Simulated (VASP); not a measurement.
# Mg (P6_3/mmc) in VASP: notebook

Runs on Mg. Level: LDA. Tasks: single point, relaxation of volume and atoms at fixed shape.

All numbers are computed with VASP 6.6.1; they aren't measurements. Logs are shortened: lines on timing, memory, paths and dates and some standing lists are left out, and cuts for length are marked.

**1. The cell of the first run**

It takes space group P6_3/mmc (No. 194, hexagonal). Conventional cell: a = 3.134 Å, b = 3.134 Å, c = 5.088 Å, α = 90.00°, β = 90.00°, γ = 120.00°. Within 4.1 Å of Mg (site symmetry -6m2) lie 12 Mg at 3.12 to 3.13 Å.

**2. Single point, LDA**

INCAR

```
SYSTEM = Mg
PREC     = Accurate       ! precision mode
ENCUT    = 520            ! plane-wave cutoff, eV
EDIFF    = 1E-6           ! SCF threshold, eV
ISMEAR   = -1             ! smearing method
SIGMA    = 0.1            ! smearing width, eV
LREAL    = .FALSE.        ! projectors in reciprocal space
LASPH    = .TRUE.         ! aspherical terms in the spheres
NELM     = 80             ! most SCF steps
ALGO     = Normal         ! electronic algorithm
ISIF     = 2              ! what is computed and relaxed
LWAVE    = .FALSE.        ! write WAVECAR
LCHARG   = .FALSE.        ! write CHGCAR
NBANDS   = 9              ! bands
```

KPOINTS

```
regular mesh
0
G
  16 16 9
  0 0 0
```

POSCAR

```
Mg
1.0
    3.1341733140      0.0000000000      0.0000000000
   -1.5670866570      2.7142737098      0.0000000000
    0.0000000000      0.0000000000      5.0883320919
Mg
2
Direct
    0.3333333333      0.6666666667      0.2500000000
    0.6666666667      0.3333333333      0.7500000000
```

Potentials or basis: VASP PAW LDA potentials, release 64 (Mg).

On the command line:

```console
> cat potpaw_LDA.64/Mg/POTCAR > POTCAR
> mpirun -np 1 vasp_std > vasp.out
```

OUTCAR:

```text
SYSTEM = Mg
   PREC = Accurate
   ENCUT = 520
   EDIFF = 1E-6
   ISMEAR = -1
   LREAL = .FALSE.
   LASPH = .TRUE.
   NELM = 80
   ISIF = 2

 ion  position               nearest neighbor table
   1  0.333  0.667  0.250-   2 3.12   2 3.12   2 3.12   2 3.12   2 3.12   2 3.12
   2  0.667  0.333  0.750-   1 3.12   1 3.12   1 3.12   1 3.12   1 3.12   1 3.12

  LATTYP: Found a hexagonal cell.
 ALAT       =     3.1341733140
 C/A-ratio  =     1.6235005477

  Lattice vectors:

 A1 = (   3.1341733140,   0.0000000000,   0.0000000000)
 A2 = (  -1.5670866570,   2.7142737098,   0.0000000000)
 A3 = (   0.0000000000,   0.0000000000,   5.0883320919)

Analysis of symmetry for initial positions (statically):
=====================================================================
 Subroutine PRICEL returns:
 Original cell was already a primitive cell.

 Routine SETGRP: Setting up the symmetry group for a
 hexagonal supercell.

 Subroutine GETGRP returns: Found 24 space group operations
 (whereof 12 operations were pure point group operations)
 out of a pool of 24 trial point group operations.

The static configuration has the point symmetry D_3d.
 The point group associated with its full space group is D_6h.

Analysis of symmetry for dynamics (positions and initial velocities):
=====================================================================
 Subroutine PRICEL returns:
 Original cell was already a primitive cell.

 Routine SETGRP: Setting up the symmetry group for a
 hexagonal supercell.

 Subroutine GETGRP returns: Found 24 space group operations
 (whereof 12 operations were pure point group operations)
 out of a pool of 24 trial point group operations.

The dynamic configuration has the point symmetry D_3d.
 The point group associated with its full space group is D_6h.

 Subroutine INISYM returns: Found 24 space group operations
 (whereof 12 operations are pure point group operations),
 and found     1 'primitive' translations

----------------------------------------------------------------------------------------

                                     Primitive cell

  volume of cell :      43.2865

  direct lattice vectors                    reciprocal lattice vectors
     3.134173314  0.000000000  0.000000000     0.319063402  0.184211341  0.000000000
    -1.567086657  2.714273710  0.000000000     0.000000000  0.368422682  0.000000000
     0.000000000  0.000000000  5.088332092     0.000000000  0.000000000  0.196528053

  length of vectors
     3.134173314  3.134173314  5.088332092     0.368422682  0.368422682  0.196528053
[... 81 lines left out ...]
   EDIFF  = 0.1E-05   stopping-criterion for ELM
   LREAL  =      F    real-space projection
   EDIFFG = 0.1E-04   stopping-criterion for IOM
   NSW    =      0    number of steps for IOM
   IBRION =     -1    ionic relax: 0-MD 1-quasi-New 2-CG
   NFREE  =      0    steps in history (QN), initial steepest desc. (CG)
   ISIF   =      2    stress and relaxation
   ISYM   =      2    0-nonsym 1-usesym 2-fastsym
   POTIM  = 0.5000    time-step for ionic-motion
   TEBEG  =    0.0;   TEEND  =   0.0 temperature during run
   PSTRESS=    0.0 pullay stress
   NELECT =       4.0000    total number of electrons
   NUPDOWN=      -1.0000    fix difference up-down
   EMIN   =  10.00;   EMAX   =-10.00  energy-range for DOS
   EFERMI =   0.00;   METHOD = LEGACY
   ISMEAR =    -1;   SIGMA  =   0.10  broadening in eV -4-tet -1-fermi 0-gaus
   EFERMI_NEDOS =   21; number of points for ismear=-14 and -15
   IALGO  =     38    algorithm
   IMIX   =      4    mixing-type and parameters
     AMIX     =   0.40;   BMIX     =  1.00
     AMIX_MAG =   1.60;   BMIX_MAG =  1.00
  volume/ion in A,a.u.               =      21.64       146.06
  Fermi-wavevector in a.u.,A,eV,Ry     =   0.740135  1.398652  7.453264  0.547799
  Thomas-Fermi vector in A             =   1.834464
   LORBIT       =      0    0 simple, 1 ext, 2 COOP (PROOUT), +10 PAW based schemes
   GGA     = CA    functional components
   LHFCALC =     F    Hartree Fock is set to
   AEXX    =    0.0000 exact exchange contribution
   IVDW    =     0    specifies the selected vdW correction
   LEPSILON=     F    determine dielectric tensor
   LRPA    =     F    only Hartree local field effects (RPA)
 non-spin polarized calculation
  energy-cutoff  :      520.00
  volume of cell :       43.29
 maximum number of plane-waves:      1183
 NGX is ok and might be reduce to    24
   NGX = 11   NGY = 11   NGZ = 19

 number of electron       4.0000000 magnetization

 Free energy of the ion-electron system (eV)
  ---------------------------------------------------
  ext. energy  EPLUGINS =         0.00000000
  ---------------------------------------------------
  free energy    TOTEN  =        -3.62991703 eV

  energy without entropy =       -3.60050447  energy(sigma->0) =       -3.61521075

 E-fermi :   2.7916     XC(G=0):  -8.8715

 val. band max:        2.7854708427   @ k =   0.2500   0.1875   0.1111
 cond. band min:       2.8015991479   @ k =   0.0625   0.0625   0.1111
 fundamental gap:      0.0161283052
 Fermi energy:         2.7916350538

 k-point     1 :       0.0000    0.0000    0.0000
  band No.  band energies     occupation
      1      -4.3943      2.00000
      2       1.0341      2.00000
      3       1.5089      1.99999
      4      14.0204      0.00000
      5      14.0204      0.00000
      6      14.1847      0.00000
      7      14.1847      0.00000
      8      14.9409      0.00000
      9      16.7084      0.00000
[... 265 lines left out ...]
 k-point    24 :       0.2500    0.1875    0.0000
  band No.  band energies     occupation
      1      -1.4851      2.00000
      2       3.7177      0.00019
      3       3.8183      0.00007
      4       4.9203      0.00000
      5       6.1245      0.00000
      6       9.5226      0.00000
      7      10.5240      0.00000
      8      10.8634      0.00000
      9      11.9945      0.00000

 [... further k-points ...]
[... 5 lines left out ...]
  --------------------------------------------------------------------------------------
  -------------------------------------------------------------------------------------
  Total       -0.0780960     -0.0780960     -0.1097708      0.0000000      0.0000000      0.0000000
  in kB       -2.8905934     -2.8905934     -4.0629862      0.0000000      0.0000000      0.0000000
  external PRESSURE =      -3.2813910 kB  Pullay stress =       0.0000000 kB

 VOLUME and BASIS-vectors are now :
 -----------------------------------------------------------------------------
  energy-cutoff  :      520.00
  volume of cell :       43.29
      direct lattice vectors                 reciprocal lattice vectors
     3.134173314  0.000000000  0.000000000     0.319063402  0.184211341  0.000000000
    -1.567086657  2.714273710  0.000000000     0.000000000  0.368422682  0.000000000
     0.000000000  0.000000000  5.088332092     0.000000000  0.000000000  0.196528053

 POSITION                                       TOTAL-FORCE (eV/Angst)
 -----------------------------------------------------------------------------------
     -0.00000      1.80952      1.27208        -0.000000      0.000000      0.000000
      1.56709      0.90476      3.81625         0.000000     -0.000000      0.000000
 -----------------------------------------------------------------------------------
    total drift:                                0.000000     -0.000000      0.000000

  FREE ENERGIE OF THE ION-ELECTRON SYSTEM (eV)
  ---------------------------------------------------
  free  energy   TOTEN  =        -3.6299170345 eV

  energy  without entropy=       -3.6005044723  energy(sigma->0) =       -3.61521075
```

OSZICAR:

```text
N       E                     dE             d eps       ncg     rms          rms(c)
DAV:   1    -0.854903927108E+00   -0.85490E+00   -0.13001E+03  2700   0.315E+02
DAV:   2    -0.361396298925E+01   -0.27591E+01   -0.26835E+01  3583   0.280E+01
DAV:   3    -0.365069462989E+01   -0.36732E-01   -0.35988E-01  3492   0.269E+00
DAV:   4    -0.365081838374E+01   -0.12375E-03   -0.12373E-03  3493   0.141E-01
DAV:   5    -0.365081873018E+01   -0.34644E-06   -0.34666E-06  3445   0.763E-03    0.935E-01
DAV:   6    -0.363913860797E+01    0.11680E-01   -0.57732E-04  3115   0.132E-01    0.594E-01
DAV:   7    -0.362992597086E+01    0.92126E-02   -0.19940E-03  2852   0.243E-01    0.298E-02
DAV:   8    -0.362991801473E+01    0.79561E-05   -0.16513E-05  3871   0.210E-02    0.653E-03
DAV:   9    -0.362991703445E+01    0.98028E-06   -0.65125E-07  2611   0.377E-03
   1 F= -.36299170E+01 E0= -.36152108E+01  d E =-.294126E-01
```

stdout:

```text
POSCAR found type information on POSCAR Mg
 POSCAR found :  1 types and       2 ions
 scaLAPACK will be used
 LDA part: xc-table for (Slater(with rela. corr.)+CA(PZ))
 , standard interpolation
 POSCAR, INCAR and KPOINTS ok, starting setup
 FFT: planning ... GRIDC
 FFT: planning ... GRID_SOFT
 FFT: planning ... GRID
 WAVECAR not read
 entering main loop
```

Run time: 18 s. Hardware: 1 thread of Intel Xeon Platinum 8375C at 2.90GHz (Ice Lake), shared host; peak memory 0.18 GiB.

Results:

```
Free energy            : -3.6299 eV
Pressure               : -0.3 GPa
Band gap on the k mesh : zero (band 2 reaches 3.80 eV, above the bottom of band 3 at 1.51 eV)
```

**3. Relaxation of volume and atoms at fixed shape, LDA**

This run uses another cell than the first one, of 23.24 Å³/atom, 1.074 times its volume.

INCAR

```
SYSTEM = Mg
ALGO = Normal
EDIFF = 1E-6
EDIFFG = -0.01
ENCUT = 600
IBRION = 2
ISIF = 8
ISMEAR = -1
LASPH = .True.
LCHARG = .False.
LREAL = .False.
LWAVE = .False.
NELM = 60
NSW = 80
PREC = Accurate
SIGMA = 0.1
```

KPOINTS

```
k-points
0
Gamma
  16 16 9
  0 0 0
```

POSCAR

```
Mg
1.0
    3.2093000000      0.0000000000      0.0000000000
   -1.6046500000      2.7793350000      0.0000000000
    0.0000000000      0.0000000000      5.2103000000
Mg
2
Direct
    0.3333333333      0.6666666667      0.2500000000
    0.6666666667      0.3333333333      0.7500000000
```

Potentials or basis: VASP PAW LDA potentials, release 64 (Mg).

On the command line:

```console
> cat potpaw_LDA.64/Mg/POTCAR > POTCAR
> mpirun -np 1 vasp_std > vasp.out
```

OUTCAR:

```text
SYSTEM = Mg
   EDIFF = 1E-6
   EDIFFG = -0.01
   ENCUT = 600
   IBRION = 2
   ISIF = 8
   ISMEAR = -1
   LASPH = .True.
   LREAL = .False.
   NELM = 60
   NSW = 80
   PREC = Accurate

 ion  position               nearest neighbor table
   1  0.333  0.667  0.250-   2 3.20   2 3.20   2 3.20   2 3.20   2 3.20   2 3.20
   2  0.667  0.333  0.750-   1 3.20   1 3.20   1 3.20   1 3.20   1 3.20   1 3.20

  LATTYP: Found a hexagonal cell.
 ALAT       =     3.2093000000
 C/A-ratio  =     1.6235004518

  Lattice vectors:

 A1 = (   3.2093000000,   0.0000000000,   0.0000000000)
 A2 = (  -1.6046500000,   2.7793350000,   0.0000000000)
 A3 = (   0.0000000000,   0.0000000000,   5.2103000000)

Analysis of symmetry for initial positions (statically):
[... 253 lines left out ...]
  ---------------------------------------------------
  free energy    TOTEN  =        -3.63040570 eV

  energy without entropy =       -3.60114536  energy(sigma->0) =       -3.61577553

 E-fermi :   2.8320     XC(G=0):  -8.8961

 val. band max:        2.8240159229   @ k =   0.2500   0.1875   0.1111
 cond. band min:       2.8439094092   @ k =   0.0625   0.0625   0.1111
 fundamental gap:      0.0198934863
 Fermi energy:         2.8319506093

 k-point     1 :       0.0000    0.0000    0.0000
  band No.  band energies     occupation
      1      -4.3867      2.00000
      2       1.0621      2.00000
      3       1.5501      1.99999
      4      14.1047      0.00000
      5      14.1048      0.00000
      6      14.2853      0.00000
[... 199 lines left out ...]
 k-point    24 :       0.2500    0.1875    0.0000
  band No.  band energies     occupation
      1      -1.4635      2.00000
      2       3.7570      0.00019
      3       3.8611      0.00007
      4       4.9718      0.00000
      5       6.1914      0.00000
      6       9.5881      0.00000

 [... further k-points ...]
[... 5 lines left out ...]
  --------------------------------------------------------------------------------------
  -------------------------------------------------------------------------------------
  Total        0.0034904      0.0034904     -0.0310442      0.0000000      0.0000000      0.0000000
  in kB        0.1301571      0.1301570     -1.1576494      0.0000000      0.0000000      0.0000000
  external PRESSURE =      -0.2991118 kB  Pullay stress =       0.0000000 kB
[... 17 lines left out ...]
  FREE ENERGIE OF THE ION-ELECTRON SYSTEM (eV)
  ---------------------------------------------------
  free  energy   TOTEN  =        -3.6304057042 eV

  energy  without entropy=       -3.6011453632  energy(sigma->0) =       -3.61577553

 reached required accuracy - stopping structural energy minimisation
```

Run time: 43 s. Hardware: 1 thread of Intel Xeon Platinum 8375C at 2.90GHz (Ice Lake), shared host; peak memory 0.2 GiB.

Results:

```yaml
Free_energy: -3.6304 eV
Relaxed_volume: 21.48 Å³/atom
Relaxed_cell: a = 3.126 Å, b = 3.126 Å, c = 5.076 Å, α = 90.00°, β = 90.00°, γ = 120.00°
Space_group_after_relaxing_to_0.05_Å: P6_3/mmc (No. 194)
Energy_gained_by_relaxing: 16.2 meV/atom
Ionic_steps: 3
Pressure_after_relaxing: 0.0 GPa
Band_gap_on_the_k_mesh: zero (band 2 reaches 3.84 eV, above the bottom of band 3 at 1.55 eV)
```

Step by step:
| step | energy change (eV) | largest force (eV/Å) | pressure (GPa) | volume (Å³) |
| --- | --- | --- | --- | --- |
| 1 | 0.0000 | 0.0000 | -2.75 | 46.47 |
| 2 | -0.0301 | 0.0000 | -0.83 | 43.85 |
| 3 | -0.0325 | 0.0000 | -0.03 | 42.96 |

Final structure:
```xyz
2
Lattice="3.1264 0.0000 0.0000 -1.5632 2.7075 0.0000 0.0000 0.0000 5.0757" Properties=species:S:1:pos:R:3 pbc="T T T"
Mg    0.0000    1.8050    1.2689
Mg    1.5632    0.9025    3.8068
```
